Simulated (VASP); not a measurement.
# Ga2C (I4/mmm) in VASP: single point with PBE

Aim: the single point of Ga2C with PBE.

Everything below comes from runs of VASP 6.6.1. Logs are shortened: lines on timing, memory, paths and dates and some standing lists are left out, and cuts for length are marked.

## (1) The cell of the first run

Symmetry: I4/mmm, No. 139, tetragonal system. The conventional cell has a = 2.838 Å, b = 2.838 Å, c = 10.141 Å, α = 90.00°, β = 90.00°, γ = 90.00°. Within 3.2 Å of Ga (site symmetry 4mm) lie 4 C at 2.42 Å and 9 Ga at 2.70 to 3.10 Å. C (site symmetry 4/mmm) has 8 Ga at 2.42 Å and 4 C at 2.84 Å within 3.2 Å.

## (2) Single point, PBE

INCAR

```
PREC     = Accurate       # precision mode
ENCUT    = 520            # plane-wave cutoff, eV
EDIFF    = 1E-6           # SCF threshold, eV
ISMEAR   = 0              # smearing method
SIGMA    = 0.1            # smearing width, eV
LREAL    = F              # projectors in reciprocal space
LASPH    = T              # aspherical terms in the spheres
NELM     = 60             # most SCF steps
ALGO     = Normal         # electronic algorithm
ISIF     = 2              # what is computed and relaxed
LWAVE    = F              # write WAVECAR
LCHARG   = F              # write CHGCAR
GGA      = PE             # functional
NBANDS   = 22             # bands
```

KPOINTS

```
regular mesh
0
Gamma
  22 22 22
```

POSCAR

```
Ga2C
1.0
   -1.4190461714      1.4190461714      5.0705170787
    1.4190461714     -1.4190461714      5.0705170787
    1.4190461714      1.4190461714     -5.0705170787
Ga C
2 1
Direct
    0.6332735459      0.6332735459      0.0000000000
    0.3667264541      0.3667264541      0.0000000000
    0.0000000000      0.0000000000      0.0000000000
```

Potentials or basis: VASP PAW PBE potentials, release 64 (Ga_d, C).

Launch:

```
cat potpaw_PBE.64/Ga_d/POTCAR potpaw_PBE.64/C/POTCAR > POTCAR
mpirun -np 1 vasp_std > vasp.out
```

OUTCAR:

```text
PREC = Accurate
   ENCUT = 520
   EDIFF = 1E-6
   ISMEAR = 0
   LREAL = F
   LASPH = T
   NELM = 60
   ISIF = 2
   GGA = PE

 ion  position               nearest neighbor table
   1  0.633  0.633  0.000-   3 2.42   3 2.42   3 2.42   3 2.42   2 2.70
   2  0.367  0.367  0.000-   3 2.42   3 2.42   3 2.42   3 2.42   1 2.70
   3  0.000  0.000  0.000-   1 2.42   1 2.42   1 2.42   2 2.42   1 2.42   2 2.42   2 2.42   2 2.42

  LATTYP: Found a body centered tetragonal cell.
 ALAT       =     2.8380923428
 C/A-ratio  =     3.5731868215

  Lattice vectors:

 A1 = (  -1.4190461714,   1.4190461714,   5.0705170787)
 A2 = (   1.4190461714,  -1.4190461714,   5.0705170787)
 A3 = (   1.4190461714,   1.4190461714,  -5.0705170787)

Analysis of symmetry for initial positions (statically):
=====================================================================
 Subroutine PRICEL returns:
 Original cell was already a primitive cell.

 Routine SETGRP: Setting up the symmetry group for a
 body centered tetragonal supercell.

 Subroutine GETGRP returns: Found 16 space group operations
 (whereof 16 operations were pure point group operations)
 out of a pool of 16 trial point group operations.

The static configuration has the point symmetry D_4h.

Analysis of symmetry for dynamics (positions and initial velocities):
=====================================================================
 Subroutine PRICEL returns:
 Original cell was already a primitive cell.

 Routine SETGRP: Setting up the symmetry group for a
 body centered tetragonal supercell.

 Subroutine GETGRP returns: Found 16 space group operations
 (whereof 16 operations were pure point group operations)
 out of a pool of 16 trial point group operations.

The dynamic configuration has the point symmetry D_4h.

 Subroutine INISYM returns: Found 16 space group operations
 (whereof 16 operations are pure point group operations),
 and found     1 'primitive' translations

----------------------------------------------------------------------------------------

                                     Primitive cell

  volume of cell :      40.8418

  direct lattice vectors                    reciprocal lattice vectors
    -1.419046171  1.419046171  5.070517079     0.000000000  0.352349353  0.098609272
     1.419046171 -1.419046171  5.070517079     0.352349353  0.000000000  0.098609272
     1.419046171  1.419046171 -5.070517079     0.352349353  0.352349353  0.000000000

  length of vectors
     5.453212587  5.453212587  5.453212587     0.365887763  0.365887763  0.498297233

  position of ions in fractional coordinates (direct lattice)
     0.633273546  0.633273546  0.000000000
     0.366726454  0.366726454  0.000000000
     0.000000000  0.000000000  0.000000000

  ion indices of the primitive-cell ions
   primitive index   ion index
                 1           1
                 2           2
                 3           3

----------------------------------------------------------------------------------------

 KPOINTS: regular mesh

Automatic generation of k-mesh.
 Grid dimensions read from file:
 generate k-points for:   22   22   22

 Generating k-lattice:

  Cartesian coordinates                     Fractional coordinates (reciprocal lattice)
     0.000000000  0.016015880  0.004482240     0.045454545  0.000000000 -0.000000000
     0.016015880  0.000000000  0.004482240     0.000000000  0.045454545 -0.000000000
     0.016015880  0.016015880  0.000000000     0.000000000  0.000000000  0.045454545

  Length of vectors
     0.016631262  0.016631262  0.022649874

  Shift w.r.t. Gamma in fractional coordinates (k-lattice)
     0.000000000  0.000000000  0.000000000

 Subroutine IBZKPT returns following result:
 ===========================================

 Found    834 irreducible k-points:

 Following reciprocal coordinates:
            Coordinates               Weight
  0.000000  0.000000  0.000000      1.000000
  0.045455  0.000000 -0.000000      8.000000
  0.090909  0.000000 -0.000000      8.000000
  0.136364 -0.000000  0.000000      8.000000
  0.181818  0.000000 -0.000000      8.000000
  0.227273  0.000000 -0.000000      8.000000
[... 16 lines left out ...]
  0.500000  0.045455 -0.000000     16.000000
 -0.454545  0.045455  0.000000     16.000000
 [... further k-points ...]
   k-points           NKPTS =    834   k-points in BZ     NKDIM =    834   number of bands    NBANDS=     22
   number of dos      NEDOS =    301   number of ions     NIONS =      3
   total plane-waves  NPLWV =  74088
   dimension x,y,z NGX =    42 NGY =   42 NGZ =   42
   dimension x,y,z NGXF=    84 NGYF=   84 NGZF=   84
   ions per type =               2   1
   NGX,Y,Z   is equivalent  to a cutoff of  12.80, 12.80, 12.80 a.u.
   NGXF,Y,Z  is equivalent  to a cutoff of  25.61, 25.61, 25.61 a.u.
 SYSTEM =  unknown system
   PREC   = accura    normal or accurate (medium, high low for compatibility)
   ISTART =      0    job   : 0-new  1-cont  2-samecut
   ICHARG =      2    charge: 1-file 2-atom 10-const
   ISPIN  =      1    spin polarized calculation?
   LNONCOLLINEAR =      F non collinear calculations
   LSORBIT =      F    spin-orbit coupling
   LASPH  =      T    aspherical Exc in radial PAW
   ENCUT  =  520.0 eV  38.22 Ry    6.18 a.u.  10.14 10.14 10.14*2*pi/ulx,y,z
   NELM   =     60;   NELMIN=  2; NELMDL= -5     # of ELM steps
   EDIFF  = 0.1E-05   stopping-criterion for ELM
   LREAL  =      F    real-space projection
   EDIFFG = 0.1E-04   stopping-criterion for IOM
   NSW    =      0    number of steps for IOM
   IBRION =     -1    ionic relax: 0-MD 1-quasi-New 2-CG
   NFREE  =      0    steps in history (QN), initial steepest desc. (CG)
   ISIF   =      2    stress and relaxation
   ISYM   =      2    0-nonsym 1-usesym 2-fastsym
   POTIM  = 0.5000    time-step for ionic-motion
   TEBEG  =    0.0;   TEEND  =   0.0 temperature during run
   PSTRESS=    0.0 pullay stress
   NELECT =      30.0000    total number of electrons
   NUPDOWN=      -1.0000    fix difference up-down
   EMIN   =  10.00;   EMAX   =-10.00  energy-range for DOS
   EFERMI =   0.00;   METHOD = LEGACY
   ISMEAR =     0;   SIGMA  =   0.10  broadening in eV -4-tet -1-fermi 0-gaus
   EFERMI_NEDOS =   21; number of points for ismear=-14 and -15
   IALGO  =     38    algorithm
   IMIX   =      4    mixing-type and parameters
     AMIX     =   0.40;   BMIX     =  1.00
     AMIX_MAG =   1.60;   BMIX_MAG =  1.00
  volume/ion in A,a.u.               =      13.61        91.87
  Fermi-wavevector in a.u.,A,eV,Ry     =   1.477112  2.791337 29.686014  2.181860
  Thomas-Fermi vector in A             =   2.591556
   LORBIT       =      0    0 simple, 1 ext, 2 COOP (PROOUT), +10 PAW based schemes
   GGA     = PE    functional components
   LHFCALC =     F    Hartree Fock is set to
   AEXX    =    0.0000 exact exchange contribution
   IVDW    =     0    specifies the selected vdW correction
   LEPSILON=     F    determine dielectric tensor
   LRPA    =     F    only Hartree local field effects (RPA)
 non-spin polarized calculation
 Gauss-broadening in eV      SIGMA  =   0.10
  energy-cutoff  :      520.00
  volume of cell :       40.84
 maximum number of plane-waves:      1127
 NGX is ok and might be reduce to    42
   NGX = 21   NGY = 21   NGZ = 21

 number of electron      29.9999997 magnetization

 Free energy of the ion-electron system (eV)
  ---------------------------------------------------
  ext. energy  EPLUGINS =         0.00000000
  ---------------------------------------------------
  free energy    TOTEN  =       -11.35674043 eV

  energy without entropy =      -11.35004191  energy(sigma->0) =      -11.35339117

 E-fermi :   6.4677     XC(G=0): -11.7734

 val. band max:        6.4672264056   @ k =  -0.2273   0.5000   0.0909
 cond. band min:       6.4704608150   @ k =  -0.3182   0.4091   0.1364
 fundamental gap:      0.0032344094
 Fermi energy:         6.4676592387

 k-point     1 :       0.0000    0.0000    0.0000
  band No.  band energies     occupation
      1      -8.5250      2.00000
      2      -8.5034      2.00000
      3      -8.4570      2.00000
      4      -8.3634      2.00000
      5      -8.2169      2.00000
      6      -8.2169      2.00000
[... 14 lines left out ...]
     21      17.6688      0.00000
     22      19.3767      0.00000

 k-point     2 :       0.0455    0.0000   -0.0000
  band No.  band energies     occupation
      1      -8.5211      2.00000
      2      -8.4995      2.00000
      3      -8.4560      2.00000
      4      -8.3588      2.00000
      5      -8.2308      2.00000
      6      -8.2195      2.00000
[... 14 lines left out ...]
     21      18.0611      0.00000
     22      19.1879      0.00000

 k-point     3 :       0.0909    0.0000   -0.0000
  band No.  band energies     occupation
      1      -8.5105      2.00000
      2      -8.4893      2.00000
      3      -8.4518      2.00000
      4      -8.3451      2.00000
      5      -8.2649      2.00000
      6      -8.2250      2.00000
[... 14 lines left out ...]
     21      18.4308      0.00000
     22      19.0192      0.00000

 k-point     4 :       0.1364   -0.0000    0.0000
  band No.  band energies     occupation
      1      -8.4964      2.00000
      2      -8.4768      2.00000
      3      -8.4412      2.00000
      4      -8.3233      2.00000
      5      -8.3082      2.00000
      6      -8.2312      2.00000
[... 14 lines left out ...]
     21      18.3465      0.00000
     22      18.5071      0.00000

 k-point     5 :       0.1818    0.0000   -0.0000
  band No.  band energies     occupation
      1      -8.4849      2.00000
      2      -8.4634      2.00000
      3      -8.4235      2.00000
      4      -8.3576      2.00000
      5      -8.2895      2.00000
      6      -8.2378      2.00000
[... 417 lines left out ...]
 k-point    22 :       0.4545    0.0455    0.0000
  band No.  band energies     occupation
      1      -8.5789      2.00000
      2      -8.4647      2.00000
      3      -8.3817      2.00000
      4      -8.3438      2.00000
      5      -8.2803      2.00000
      6      -8.2722      2.00000
[... 14 lines left out ...]
     21      16.6487      0.00000
     22      18.3025      0.00000

 k-point    23 :       0.5000    0.0455   -0.0000
  band No.  band energies     occupation
      1      -8.5833      2.00000
      2      -8.4638      2.00000
      3      -8.3805      2.00000
      4      -8.3442      2.00000
      5      -8.2828      2.00000
      6      -8.2731      2.00000
[... 14 lines left out ...]
     21      16.6987      0.00000
     22      18.3789      0.00000

 k-point    24 :      -0.4545    0.0455    0.0000
  band No.  band energies     occupation
      1      -8.5771      2.00000
      2      -8.4635      2.00000
      3      -8.3835      2.00000
      4      -8.3423      2.00000
      5      -8.2838      2.00000
      6      -8.2685      2.00000
[... 14 lines left out ...]
     21      16.6692      0.00000
     22      18.2082      0.00000

 [... further k-points ...]

------------------------ aborting loop because EDIFF is reached ----------------------------------------

  FORCE on cell =-STRESS in cart. coord.  units (eV):
  Direction    XX          YY          ZZ          XY          YZ          ZX
  --------------------------------------------------------------------------------------
  -------------------------------------------------------------------------------------
  Total        0.0686766      0.0686766      0.0685152      0.0000000     -0.0000000     -0.0000000
  in kB        2.6941016      2.6941016      2.6877701      0.0000000     -0.0000000     -0.0000000
  external PRESSURE =       2.6919911 kB  Pullay stress =       0.0000000 kB

 VOLUME and BASIS-vectors are now :
 -----------------------------------------------------------------------------
  energy-cutoff  :      520.00
  volume of cell :       40.84
      direct lattice vectors                 reciprocal lattice vectors
    -1.419046171  1.419046171  5.070517079     0.000000000  0.352349353  0.098609272
     1.419046171 -1.419046171  5.070517079     0.352349353  0.000000000  0.098609272
     1.419046171  1.419046171 -5.070517079     0.352349353  0.352349353  0.000000000

 POSITION                                       TOTAL-FORCE (eV/Angst)
 -----------------------------------------------------------------------------------
      0.00000      0.00000      6.42205        -0.000000     -0.000000      0.021143
      0.00000      0.00000      3.71899         0.000000      0.000000     -0.021143
      0.00000      0.00000      0.00000         0.000000      0.000000     -0.000000
 -----------------------------------------------------------------------------------
    total drift:                                0.000000      0.000000     -0.000000

  FREE ENERGIE OF THE ION-ELECTRON SYSTEM (eV)
  ---------------------------------------------------
  free  energy   TOTEN  =       -11.3567404311 eV

  energy  without entropy=      -11.3500419133  energy(sigma->0) =      -11.35339117
```

It took 28 min on 1 thread of Intel Xeon Platinum 8488C (Sapphire Rapids), shared host; peak memory 0.78 GiB.

What came out:

```
Free energy            : -11.3567 eV
Pressure               : 0.3 GPa
Largest force          : 0.021 eV/Å
Band gap on the k mesh : zero (bands 15 and 16 overlap by 2.58 eV)
```

Forces on the atoms (eV/Å):
```
Ga   0.000  0.000  0.021
Ga   0.000  0.000 -0.021
C    0.000  0.000  0.000
```

Levels at points of the mesh, in eV from the Fermi level:
```csv
k point,band 12,band 13,band 14,band 15,band 16,band 17,band 18,band 19
"(0.00, 0.00, 0.00)",-7.11,-6.90,0.43,0.43,3.48,4.10,8.02,8.02
"(0.50, 0.00, 0.00)",-8.27,-4.73,-4.29,-0.43,1.54,1.69,6.07,7.95
"(0.50, 0.50, 0.00)",-4.84,-4.39,-2.60,-0.98,-0.49,0.69,2.37,2.78
"(0.50, 0.50, 0.50)",-10.01,-1.26,-0.70,0.32,0.32,5.31,8.84,9.12
```
